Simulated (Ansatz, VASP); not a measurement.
One calculation of Al2Cu, two programs

File INCAR:

```
SYSTEM = Al2Cu
PREC = Accurate
ENCUT = 520
EDIFF = 1E-7
ISMEAR = 0
SIGMA = 0.15
LREAL = .False.
LASPH = .True.
NELM = 100
ALGO = Fast
ISIF = 2
LWAVE = .False.
LCHARG = .False.
GGA = PE
NBANDS = 16
```

The input KPOINTS:

```
regular mesh
0
Gamma
  10 10 14
  0 0 0
```

POSCAR

```
Al2Cu
1.0
    4.0111275847      0.0000000000      0.0000000000
    0.0000000000      4.0111275847      0.0000000000
    0.0000000000      0.0000000000      2.8847334069
Al Cu
2 1
Direct
    0.5000000000      0.0019538196      0.5000000000
    0.0000000000      0.4913859260      0.5000000000
    0.0000000000      0.0028279343      0.0000000000
```

Input for Ansatz:

```yaml
crystal:
  lattice:
    - [4.0111275847, 0.0, 0.0]
    - [0.0, 4.0111275847, 0.0]
    - [0.0, 0.0, 2.8847334069]
  atoms:
    - { symbol: Al, position: [0.5, 0.0019538196, 0.5] }
    - { symbol: Al, position: [0.0, 0.491385926, 0.5] }
    - { symbol: Cu, position: [0.0, 0.0028279343, 0.0] }
basis:
  ecutwfc: 520.0
kpoints:
  mp_grid: { grid: [10, 10, 14] }
hamiltonian:
  xc: pbe
  pseudopotentials: { kind: paw, azcp: { folder: soft_1 } }
scf:
  occupations: { method: gaussian, width: 0.15 }
output:
  forces: true
  stress: true
  eigenvalues: true
```

Change from the starting cell: mode 9 frozen in at -0.035 Å, equal normal strain along x and y -0.0267.

Alike in both runs: task single point; functional PBE; k mesh 10 × 10 × 14; occupations gaussian, width 0.15 eV; no spin polarisation.

```csv
,VASP,Ansatz
version,VASP 6.6.1,Ansatz 0.2.0
potentials or method,"VASP PAW PBE potentials, release 64 (Al, Cu), cutoff 520 eV","scalar-relativistic, plane waves, PAW"
valence electrons in the cell,17,25
```

Ansatz gave:

| Item | Value |
| --- | --- |
| gap on the k mesh at the Fermi level (eV) | none |
| pressure (GPa) | 5.7 |
| traceless stress, the component that is largest in VASP (GPa) | -2.08 |
| rms of the force components (eV/Å) | 0.209 |

Q: Estimate VASP's values.

A: gap on the k mesh at the Fermi level (eV): none; pressure (GPa): 5.9; traceless stress, the component that is largest in VASP (GPa): -2.03; rms of the force components (eV/Å): 0.209.

Atom by atom the forces differ by 0.001 eV/Å (rms over components). A gap of «none» marks a metal or a gap that the smearing closes. VASP's potentials hold 17 valence electrons a cell and Ansatz's 25, so a difference there can come from the potentials and not from the codes.
